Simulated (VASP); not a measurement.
# Se (P3_121) in VASP: notebook

Se is run at these levels: PBE+D3(BJ); tasks: single point.

Everything below comes from runs of VASP 6.6.1. Logs are shortened: lines on timing, memory, paths and dates and some standing lists are left out, and cuts for length are marked.

### 1 The cell of the first run

The structure is trigonal, space group P3_121 (No. 152). The conventional cell has a = 3.995 Å, b = 3.995 Å, c = 5.458 Å, α = 90.00°, β = 90.00°, γ = 120.00°. Se (site symmetry 2) has 6 Se at 2.50 to 3.22 Å within 3.3 Å.

### 2 Single point, PBE+D3(BJ) (volume 25.151 Å^3 an atom, c/a of the conventional cell 1.3660)

INCAR

```
ALGO = Normal
EDIFF = 1E-6
ENCUT = 520
GGA = PE
ISIF = 2
ISMEAR = 0
IVDW = 12
LASPH = T
LCHARG = F
LREAL = F
LWAVE = F
NBANDS = 16
NELM = 80
PREC = Accurate
SIGMA = 0.05
```

KPOINTS

```
k-points
0
Gamma
  12 12 8
```

POSCAR

```
Se
1.0
    3.9954441132      0.0000000000      0.0000000000
   -1.9977220566      3.4601561015      0.0000000000
    0.0000000000      0.0000000000      5.4577766587
Se
3
Direct
    0.2473450684      0.0000000000      0.3333333333
    0.0000000000      0.2473450684      0.6666666667
    0.7526549316      0.7526549316      0.0000000000
```

Potentials or basis: VASP PAW PBE potentials, release 64 (Se).

Launch:

```sh
cat potpaw_PBE.64/Se/POTCAR > POTCAR
mpirun -np 1 vasp_std > vasp.out
```

OUTCAR:

```text
EDIFF = 1E-6
   ENCUT = 520
   GGA = PE
   ISIF = 2
   ISMEAR = 0
   IVDW = 12
   LASPH = T
   LREAL = F
   NELM = 80
   PREC = Accurate
 IVDW          = 12

 ion  position               nearest neighbor table
   1  0.247  0.000  0.333-   3 2.50   2 2.50
   2  0.000  0.247  0.667-   3 2.50   1 2.50
   3  0.753  0.753  0.000-   1 2.50   2 2.50

  LATTYP: Found a hexagonal cell.
 ALAT       =     3.9954441132
 C/A-ratio  =     1.3660000000

  Lattice vectors:

 A1 = (   3.9954441132,   0.0000000000,   0.0000000000)
 A2 = (  -1.9977220566,   3.4601561015,   0.0000000000)
 A3 = (   0.0000000000,   0.0000000000,   5.4577766587)

Analysis of symmetry for initial positions (statically):
=====================================================================
 Subroutine PRICEL returns:
 Original cell was already a primitive cell.

 Routine SETGRP: Setting up the symmetry group for a
 hexagonal supercell.

 Subroutine GETGRP returns: Found  6 space group operations
 (whereof  2 operations were pure point group operations)
 out of a pool of 24 trial point group operations.

The static configuration has the point symmetry C_2 .
 The point group associated with its full space group is D_3 .

Analysis of symmetry for dynamics (positions and initial velocities):
=====================================================================
 Subroutine PRICEL returns:
 Original cell was already a primitive cell.

 Routine SETGRP: Setting up the symmetry group for a
 hexagonal supercell.

 Subroutine GETGRP returns: Found  6 space group operations
 (whereof  2 operations were pure point group operations)
 out of a pool of 24 trial point group operations.

The dynamic configuration has the point symmetry C_2 .
 The point group associated with its full space group is D_3 .

 Subroutine INISYM returns: Found  6 space group operations
 (whereof  2 operations are pure point group operations),
 and found     1 'primitive' translations

----------------------------------------------------------------------------------------

                                     Primitive cell

  volume of cell :      75.4530

  direct lattice vectors                    reciprocal lattice vectors
     3.995444113  0.000000000  0.000000000     0.250285068  0.144502151  0.000000000
    -1.997722057  3.460156101  0.000000000     0.000000000  0.289004302  0.000000000
     0.000000000  0.000000000  5.457776659     0.000000000  0.000000000  0.183224793

  length of vectors
     3.995444113  3.995444113  5.457776659     0.289004302  0.289004302  0.183224793

  position of ions in fractional coordinates (direct lattice)
     0.247345068  0.000000000  0.333333333
     0.000000000  0.247345068  0.666666667
     0.752654932  0.752654932  0.000000000

  ion indices of the primitive-cell ions
   primitive index   ion index
                 1           1
                 2           2
                 3           3

----------------------------------------------------------------------------------------

 KPOINTS: k-points

Automatic generation of k-mesh.
 Grid dimensions read from file:
 generate k-points for:   12   12    8

 Generating k-lattice:

  Cartesian coordinates                     Fractional coordinates (reciprocal lattice)
     0.020857089  0.012041846  0.000000000     0.083333333  0.000000000  0.000000000
     0.000000000  0.024083692  0.000000000     0.000000000  0.083333333  0.000000000
     0.000000000  0.000000000  0.022903099     0.000000000  0.000000000  0.125000000

  Length of vectors
     0.024083692  0.024083692  0.022903099

  Shift w.r.t. Gamma in fractional coordinates (k-lattice)
     0.000000000  0.000000000  0.000000000

 Subroutine IBZKPT returns following result:
 ===========================================

 Found    131 irreducible k-points:

 Following reciprocal coordinates:
            Coordinates               Weight
  0.000000  0.000000  0.000000      1.000000
  0.083333  0.000000  0.000000      6.000000
  0.166667 -0.000000  0.000000      6.000000
  0.250000  0.000000  0.000000      6.000000
  0.333333  0.000000  0.000000      6.000000
  0.416667 -0.000000  0.000000      6.000000
[... 16 lines left out ...]
  0.166667 -0.000000  0.125000      6.000000
  0.000000  0.166667  0.125000      6.000000
 [... further k-points ...]
   k-points           NKPTS =    131   k-points in BZ     NKDIM =    131   number of bands    NBANDS=     16
   number of dos      NEDOS =    301   number of ions     NIONS =      3
   total plane-waves  NPLWV =  37800
   dimension x,y,z NGX =    30 NGY =   30 NGZ =   42
   dimension x,y,z NGXF=    60 NGYF=   60 NGZF=   84
   ions per type =               3
   NGX,Y,Z   is equivalent  to a cutoff of  12.48, 12.48, 12.79 a.u.
   NGXF,Y,Z  is equivalent  to a cutoff of  24.97, 24.97, 25.59 a.u.
 SYSTEM =  unknown system
   PREC   = accura    normal or accurate (medium, high low for compatibility)
   ISTART =      0    job   : 0-new  1-cont  2-samecut
   ICHARG =      2    charge: 1-file 2-atom 10-const
   ISPIN  =      1    spin polarized calculation?
   LNONCOLLINEAR =      F non collinear calculations
   LSORBIT =      F    spin-orbit coupling
   LASPH  =      T    aspherical Exc in radial PAW
   ENCUT  =  520.0 eV  38.22 Ry    6.18 a.u.   7.43  7.43 10.15*2*pi/ulx,y,z
   NELM   =     80;   NELMIN=  2; NELMDL= -5     # of ELM steps
   EDIFF  = 0.1E-05   stopping-criterion for ELM
   LREAL  =      F    real-space projection
   EDIFFG = 0.1E-04   stopping-criterion for IOM
   NSW    =      0    number of steps for IOM
   IBRION =     -1    ionic relax: 0-MD 1-quasi-New 2-CG
   NFREE  =      0    steps in history (QN), initial steepest desc. (CG)
   ISIF   =      2    stress and relaxation
   ISYM   =      2    0-nonsym 1-usesym 2-fastsym
   POTIM  = 0.5000    time-step for ionic-motion
   TEBEG  =    0.0;   TEEND  =   0.0 temperature during run
   PSTRESS=    0.0 pullay stress
   NELECT =      18.0000    total number of electrons
   NUPDOWN=      -1.0000    fix difference up-down
   EMIN   =  10.00;   EMAX   =-10.00  energy-range for DOS
   EFERMI =   0.00;   METHOD = LEGACY
   ISMEAR =     0;   SIGMA  =   0.05  broadening in eV -4-tet -1-fermi 0-gaus
   EFERMI_NEDOS =   21; number of points for ismear=-14 and -15
   IALGO  =     38    algorithm
   IMIX   =      4    mixing-type and parameters
     AMIX     =   0.40;   BMIX     =  1.00
     AMIX_MAG =   1.60;   BMIX_MAG =  1.00
  volume/ion in A,a.u.               =      25.15       169.73
  Fermi-wavevector in a.u.,A,eV,Ry     =   1.015329  1.918694 14.026153  1.030893
  Thomas-Fermi vector in A             =   2.148609
   LORBIT       =      0    0 simple, 1 ext, 2 COOP (PROOUT), +10 PAW based schemes
   GGA     = PE    functional components
   LHFCALC =     F    Hartree Fock is set to
   AEXX    =    0.0000 exact exchange contribution
   IVDW    =    12    specifies the selected vdW correction
   LEPSILON=     F    determine dielectric tensor
   LRPA    =     F    only Hartree local field effects (RPA)
 non-spin polarized calculation
 Gauss-broadening in eV      SIGMA  =   0.05
  energy-cutoff  :      520.00
  volume of cell :       75.45
 maximum number of plane-waves:      2060
 NGX is ok and might be reduce to    30
   NGX = 15   NGY = 15   NGZ = 21

 number of electron      18.0000003 magnetization

 Free energy of the ion-electron system (eV)
  ---------------------------------------------------
  ext. energy  EPLUGINS =         0.00000000
  ---------------------------------------------------
  free energy    TOTEN  =       -10.37627098 eV

  energy without entropy =      -10.37613459  energy(sigma->0) =      -10.37620278

 E-fermi :   3.3126     XC(G=0):  -9.3501

 val. band max:        3.2981122493   @ k =   0.3333   0.3333   0.5000
 cond. band min:       3.8408779207   @ k =   0.3333   0.2500   0.5000
 fundamental gap:      0.5427656714
 Fermi energy:         3.3125670576

 k-point     1 :       0.0000    0.0000    0.0000
  band No.  band energies     occupation
      1     -12.2186      2.00000
      2      -8.5926      2.00000
      3      -8.5926      2.00000
      4       0.1972      2.00000
      5       0.1972      2.00000
      6       0.2786      2.00000
[... 8 lines left out ...]
     15      10.2447      0.00000
     16      11.8571      0.00000

 k-point     2 :       0.0833    0.0000    0.0000
  band No.  band energies     occupation
      1     -12.1706      2.00000
      2      -8.6028      2.00000
      3      -8.5769      2.00000
      4      -0.2964      2.00000
      5      -0.0164      2.00000
      6       0.3748      2.00000
[... 8 lines left out ...]
     15      10.6084      0.00000
     16      11.7225      0.00000

 k-point     3 :       0.1667   -0.0000    0.0000
  band No.  band energies     occupation
      1     -12.0314      2.00000
      2      -8.6433      2.00000
      3      -8.5325      2.00000
      4      -0.9723      2.00000
      5      -0.4158      2.00000
      6       0.2456      2.00000
[... 8 lines left out ...]
     15      11.2888      0.00000
     16      11.7473      0.00000

 k-point     4 :       0.2500    0.0000    0.0000
  band No.  band energies     occupation
      1     -11.8180      2.00000
      2      -8.7359      2.00000
      3      -8.4689      2.00000
      4      -1.5196      2.00000
      5      -0.8158      2.00000
      6       0.0270      2.00000
[... 8 lines left out ...]
     15      11.9470      0.00000
     16      12.2083      0.00000
[... 324 lines left out ...]
 k-point    22 :       0.0000    0.0833    0.1250
  band No.  band energies     occupation
      1     -12.1084      2.00000
      2      -9.3439      2.00000
      3      -7.8271      2.00000
      4      -0.4308      2.00000
      5      -0.1024      2.00000
      6       0.5338      2.00000
[... 8 lines left out ...]
     15      10.7578      0.00000
     16      11.4201      0.00000

 k-point    23 :       0.1667   -0.0000    0.1250
  band No.  band energies     occupation
      1     -11.9715      2.00000
      2      -9.2857      2.00000
      3      -7.9048      2.00000
      4      -1.0029      2.00000
      5      -0.2020      2.00000
      6       0.2524      2.00000
[... 8 lines left out ...]
     15      11.1365      0.00000
     16      11.4302      0.00000

 k-point    24 :       0.0000    0.1667    0.1250
  band No.  band energies     occupation
      1     -11.9698      2.00000
      2      -9.3098      2.00000
      3      -7.8660      2.00000
      4      -0.8703      2.00000
      5      -0.7636      2.00000
      6       0.3681      2.00000
[... 8 lines left out ...]
     15      11.2037      0.00000
     16      12.0233      0.00000

 [... further k-points ...]

------------------------ aborting loop because EDIFF is reached ----------------------------------------

 Edisp (eV)   -1.04026

 E8    (eV) :    -0.4299

  FORCE on cell =-STRESS in cart. coord.  units (eV):
  Direction    XX          YY          ZZ          XY          YZ          ZX
  --------------------------------------------------------------------------------------
  -------------------------------------------------------------------------------------
  Total      -0.75294    -0.75294    -2.94548     0.00000     0.00000    -0.00000
  in kB     -15.98792   -15.98792   -62.54462     0.00000     0.00000    -0.00000
  external pressure =      -31.51 kB  Pullay stress =        0.00 kB

 VOLUME and BASIS-vectors are now :
 -----------------------------------------------------------------------------
  energy-cutoff  :      520.00
  volume of cell :       75.45
      direct lattice vectors                 reciprocal lattice vectors
     3.995444113  0.000000000  0.000000000     0.250285068  0.144502151  0.000000000
    -1.997722057  3.460156101  0.000000000     0.000000000  0.289004302  0.000000000
     0.000000000  0.000000000  5.457776659     0.000000000  0.000000000  0.183224793

 POSITION                                       TOTAL-FORCE (eV/Angst)
 -----------------------------------------------------------------------------------
      0.98825      0.00000      1.81926        -0.202874      0.000000     -0.000000
     -0.49413      0.85585      3.63852         0.101437     -0.175694     -0.000000
      1.50360      2.60430      0.00000         0.101437      0.175694      0.000000
 -----------------------------------------------------------------------------------
    total drift:                                0.000000     -0.000000      0.000000

  FREE ENERGIE OF THE ION-ELECTRON SYSTEM (eV)
  ---------------------------------------------------
  free  energy   TOTEN  =       -11.4165290443 eV

  energy  without entropy=      -11.4163926576  energy(sigma->0) =      -11.41646085
```

It took 50 s on 1 thread of Intel Xeon 6975P-C (Granite Rapids), shared host; peak memory 0.27 GiB.

What came out:

- Free energy: -11.4165 eV
- Pressure: -3.2 GPa
- Largest force: 0.203 eV/Å
- Band gap on the k mesh: zero (filled and empty bands touch)
- Dispersion energy per atom: -0.347 eV

Forces in eV/Å, atoms in the order of the input:
```
Se  -0.203  0.000  0.000
Se   0.101 -0.176  0.000
Se   0.101  0.176  0.000
```

Caveat: pairwise dispersion overbinds metals, which lowers pressure and volume.

### 3 Single point, PBE+D3(BJ) (volume 25.804 Å^3 an atom, c/a of the conventional cell 1.4220)

INCAR

```
PREC     = Accurate       # precision mode
ENCUT    = 520            # plane-wave cutoff, eV
EDIFF    = 1E-7           # SCF threshold, eV
ISMEAR   = 0              # smearing method
SIGMA    = 0.05           # smearing width, eV
LREAL    = F              # projectors in reciprocal space
LASPH    = T              # aspherical terms in the spheres
NELM     = 100            # most SCF steps
ALGO     = Normal         # electronic algorithm
ISIF     = 2              # what is computed and relaxed
LWAVE    = F              # write WAVECAR
LCHARG   = T              # write CHGCAR
GGA      = PE             # functional
IVDW     = 12             # dispersion correction
LELF     = T              # ELF
LVHAR    = T            
NBANDS   = 16             # bands
```

KPOINTS

```
regular mesh
0
Gamma
  12 12 8
```

POSCAR

```
Se
1.0
    3.9761188123      0.0000000000      0.0000000000
   -1.9880594062      3.4434199000      0.0000000000
    0.0000000000      0.0000000000      5.6540409512
Se
3
Direct
    0.2473450684      0.0000000000      0.3333333333
    0.0000000000      0.2473450684      0.6666666667
    0.7526549316      0.7526549316      0.0000000000
```

Potentials or basis: VASP PAW PBE potentials, release 64 (Se).

Launch:

```sh
cat potpaw_PBE.64/Se/POTCAR > POTCAR
mpirun -np 1 vasp_std > vasp.out
```

Run time: 61 s. Hardware: 1 thread of Intel Xeon 6975P-C (Granite Rapids), shared host; peak memory 0.27 GiB.

The run converged. Its results:

| Quantity | Value |
| --- | --- |
| Free energy | -11.2880 eV |
| Pressure | -5.1 GPa |
| Largest force | 0.352 eV/Å |
| Band gap on the k mesh | zero (filled and empty bands touch) |
| Dispersion energy per atom | -0.338 eV |

Forces on the atoms (eV/Å):
```
Se  -0.352  0.000  0.000
Se   0.176 -0.305  0.000
Se   0.176  0.305  0.000
```

Stress tensor (GPa, compression positive):
```
 -2.66   0.00   0.00
  0.00  -2.66   0.00
  0.00   0.00 -10.11
```

Levels at points of the mesh, in eV from the Fermi level:
| k point | band 6 | band 7 | band 8 | band 9 | band 10 | band 11 | band 12 | band 13 |
| --- | --- | --- | --- | --- | --- | --- | --- | --- |
| (0.00, 0.00, 0.00) | -2.63 | -1.18 | -1.18 | -0.11 | 1.24 | 1.24 | 2.56 | 6.55 |
| (0.50, 0.00, 0.00) | -3.42 | -3.05 | -1.11 | -0.71 | 1.27 | 1.68 | 3.62 | 4.82 |
| (0.00, 0.00, 0.50) | -2.25 | -1.01 | -0.65 | -0.65 | 0.96 | 1.39 | 1.39 | 5.76 |
| (0.50, 0.00, 0.50) | -3.64 | -1.96 | -1.69 | -0.40 | 0.76 | 2.04 | 3.00 | 5.96 |

Caveat: pairwise dispersion overbinds metals, which lowers pressure and volume.
